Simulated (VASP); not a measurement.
A run of VASP 6.6.1:

The input INCAR:

```
PREC = Accurate
ENCUT = 520
EDIFF = 1E-6
ISMEAR = 0
SIGMA = 0.1
LREAL = False
LASPH = True
NELM = 100
ALGO = Normal
ISIF = 2
LWAVE = False
LCHARG = True
GGA = PE
LELF = True
LVHAR = True
NBANDS = 22
```

The input KPOINTS:

```
Automatic mesh
0
Gamma
  8 8 8
```

POSCAR

```
Os2Rh
1.0
   -1.3565898411      1.9216572932      4.0858404452
    1.3565898411     -1.9216572932      4.0858404452
    1.3565898411      1.9216572932     -4.0858404452
Os Rh
2 1
Direct
    0.6711636563      0.6711636563      0.0000000000
    0.3288363437      0.3288363437      0.0000000000
    0.0000000000      0.0000000000      0.0000000000
```

Potentials or basis: VASP PAW PBE potentials, release 64 (Os, Rh_pv).

Command:

```console
$ cat potpaw_PBE.64/Os/POTCAR potpaw_PBE.64/Rh_pv/POTCAR > POTCAR
$ mpirun -np 1 vasp_std > vasp.out
```

Hardware: 1 thread of AMD EPYC 9R45 96-Core Processor (Zen 5), with other jobs on the host.

Question: Estimate the wall time of this run.

Answer: Wall time 69 s on 1 thread of AMD EPYC 9R45 96-Core Processor (Zen 5), with other jobs on the host, peak memory 0.23 GiB. Counts: scf iterations 13, k points 95.
